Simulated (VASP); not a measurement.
Input of a VASP 6.6.1 run:

File INCAR:

```
  PREC = Accurate
  ENCUT = 520
  EDIFF = 1E-6
  ISMEAR = 0
  SIGMA = 0.1
  LREAL = False
  LASPH = True
  NELM = 60
  ALGO = Fast
  ISIF = 2
  LWAVE = False
  LCHARG = False
  GGA = PS
  NBANDS = 18
```

Contents of KPOINTS:

```
Automatic mesh
0
Gamma
  16 16 16
```

Contents of POSCAR:

```
Au
1.0
    3.4366755956      0.0000000000      0.0000000000
    0.0000000000      3.4366755956      0.0000000000
    0.0000000000      0.0000000000      2.9074337332
Au
2
Direct
    0.0000000000      0.0000000000      0.0000000000
    0.5000000000      0.5000000000      0.5000000000
```

Potentials or basis: VASP PAW PBE potentials, release 64 (Au).

Run with:

```console
$ cat potpaw_PBE.64/Au/POTCAR > POTCAR
$ mpirun -np 1 vasp_std > vasp.out
```

**Question.** What does it give for the pressure?

**Answer.** -0.6 GPa.

**Question.** What does it give for the band gap on the k mesh?

**Answer.** Zero (bands 11 and 12 overlap by 6.22 eV).

Stress tensor (GPa, compression positive):
```
-0.82  0.00  0.00
 0.00 -0.82  0.00
 0.00  0.00 -0.24
```

Caveat: the cell differs from its parent crystal (biaxial strain in the a-b plane: +6.0 %, then relaxed in part); the PAW data sets were made with another functional, which shifts forces and pressure a little; spin-orbit coupling is left out, which moves the levels of the heavy elements.
